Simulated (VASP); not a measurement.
# Be: single point with PBE+D3(BJ)

Be:

```
Be
1.0
     6.98264    0.00000    0.00000
    -3.49132    6.04715    0.00000
     0.00000    0.00000    7.29453
Be
36
Direct
  0.96598 0.97713 0.02474
  0.12687 0.21645 0.29507
  0.95094 0.96527 0.55758
  0.07089 0.20854 0.77202
  0.93743 0.32510 0.98846
  0.14406 0.57440 0.31443
  0.99078 0.40029 0.55004
  0.13926 0.57766 0.78596
  0.00301 0.69510 0.97390
  0.09617 0.78905 0.24196
  0.12024 0.73514 0.55044
  0.13742 0.93712 0.78249
  0.30067 0.06251 0.08051
  0.47643 0.30990 0.25504
  0.36411 0.04966 0.52129
  0.44049 0.28536 0.77908
  0.30202 0.32905 0.01442
  0.47878 0.61589 0.22351
  0.32101 0.36915 0.50050
  0.42149 0.58684 0.78075
  0.31973 0.68689 0.03738
  0.44074 0.92677 0.31369
  0.38217 0.67791 0.54378
  0.47474 0.92273 0.80263
  0.67041 0.02793 0.02176
  0.81797 0.27396 0.28399
  0.71952 0.04481 0.49891
  0.73087 0.19652 0.76285
  0.64049 0.31168 0.00750
  0.80042 0.54565 0.25293
  0.66143 0.29090 0.50165
  0.79555 0.53777 0.76109
  0.61434 0.58614 0.97006
  0.79233 0.89910 0.26446
  0.64528 0.64974 0.46632
  0.77847 0.82670 0.76984
```

```yaml
Program: VASP 6.6.1
Task: single point
Functional: PBE
Dispersion: D3(BJ)
Potentials_or_basis: VASP PAW PBE potentials, release 64 (Be)
Cutoff: 520 eV
k_mesh: 2 × 2 × 2
Occupations: fermi-dirac, width 0.24 eV
Spin: no spin polarisation
```

```yaml
Pressure: -3.4 GPa
Largest_force: 4.560 eV/Å
Band_gap_on_the_k_mesh: zero (bands 36 and 37 overlap by 0.43 eV)
Dispersion_energy_per_atom: -0.328 eV
```

Forces on the atoms (eV/Å):
```
Be   0.491  0.884 -0.088
Be  -0.866 -0.817 -1.430
Be   2.469  0.637 -2.308
Be   0.007  0.291 -0.048
Be   1.680  1.496  0.891
Be   1.752 -2.354 -0.449
Be   0.587 -1.375 -0.141
Be  -0.837  0.199  0.112
Be  -0.302 -0.635  1.464
Be  -1.404  4.336  0.148
Be  -1.571  0.226 -0.538
Be  -0.022  0.194 -0.504
Be   0.901 -2.266 -1.106
Be   0.334 -0.419  1.239
Be  -1.886 -0.044  1.491
Be   0.717 -0.653 -0.929
Be  -1.215  1.392  0.111
Be  -0.371 -0.646  1.474
Be   0.795 -0.291  1.314
Be   1.346 -1.061 -0.083
Be  -0.706  0.362 -0.155
Be   0.860 -0.774 -1.910
Be  -1.615  1.140 -0.746
Be  -2.094 -2.281 -1.124
Be   0.583 -1.279  0.925
Be   0.540 -1.585 -1.549
Be  -0.250 -1.165  0.919
Be   0.931  1.598 -0.458
Be   0.280 -0.015  0.462
Be  -0.932  0.736 -0.225
Be  -1.377  2.076  0.572
Be   0.570 -0.341 -1.113
Be   0.981  1.015  1.138
Be  -0.104  0.319  0.565
Be   0.875  0.102  1.428
Be  -1.145  0.995  0.649
```

Stress tensor (GPa, compression positive):
```
-3.34  1.06  2.01
 1.06 -0.79 -1.05
 2.01 -1.05 -5.95
```

Levels at points of the mesh, in eV from the Fermi level:
| k point | band 34 | band 35 | band 36 | band 37 | band 38 | band 39 |
| --- | --- | --- | --- | --- | --- | --- |
| (0.00, 0.00, 0.00) | -0.27 | -0.07 | -0.01 | 0.12 | 0.26 | 0.29 |
| (0.50, 0.00, 0.00) | -0.93 | -0.22 | -0.04 | 0.47 | 0.71 | 0.97 |
| (0.00, 0.50, 0.00) | -0.72 | -0.52 | 0.15 | 0.34 | 0.54 | 0.84 |
| (0.50, 0.50, 0.00) | -0.54 | -0.33 | 0.03 | 0.33 | 0.48 | 0.73 |
| (0.00, 0.00, 0.50) | -1.31 | -0.89 | -0.54 | -0.28 | -0.23 | 0.04 |
| (0.50, 0.00, 0.50) | -1.02 | -0.87 | -0.52 | 0.64 | 0.76 | 0.91 |
| (0.00, 0.50, 0.50) | -0.97 | -0.88 | -0.61 | 0.43 | 1.02 | 1.22 |
| (0.50, 0.50, 0.50) | -1.05 | -0.77 | -0.37 | 0.48 | 0.58 | 1.04 |

It took 4.4 min on 1 thread of Intel Xeon 8259CL (shared host), peak memory 0.41 GiB.

Caveat: the k points lie up to 0.52 Å⁻¹ apart; the atoms stand as in a frame of molecular dynamics; forces of over 1 eV/Å act on the atoms, so gaps and moduli don't describe the material at rest.
